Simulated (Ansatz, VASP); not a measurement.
**MoSe in VASP and in Ansatz**

```
Mo Se
1.0
     0.00000    2.78889    2.78889
     2.78889    0.00000    2.78889
     2.78889    2.78889    0.00000
Mo Se
1 1
Cartesian
  0.0000 0.0000 0.0000
  1.3944 1.3944 1.3944
```

Alike in both runs: task single point; functional PBEsol; k mesh 14 × 14 × 14; occupations gaussian, width 0.05 eV; no spin polarisation; Hubbard terms Mo d U = 4.0 eV.

|  | VASP | Ansatz |
| --- | --- | --- |
| version | VASP 6.6.1 | Ansatz 0.2.0 |
| potentials or method | VASP PAW PBE potentials, release 64 (Mo_sv, Se), cutoff 520 eV | scalar-relativistic, plane waves, PAW |
| valence electrons in the cell | 20 | 30 |

Ansatz gave:

* pressure (GPa): 5.9

Task: Estimate VASP's values.

Result: Pressure (GPa): 4.4.

VASP's potentials were made for PBE, not for PBEsol. The programs project onto different local orbitals, so the same U acts differently, and such runs can settle in different states. VASP's potentials hold 20 valence electrons a cell and Ansatz's 30, so a difference there can come from the potentials and not from the codes.
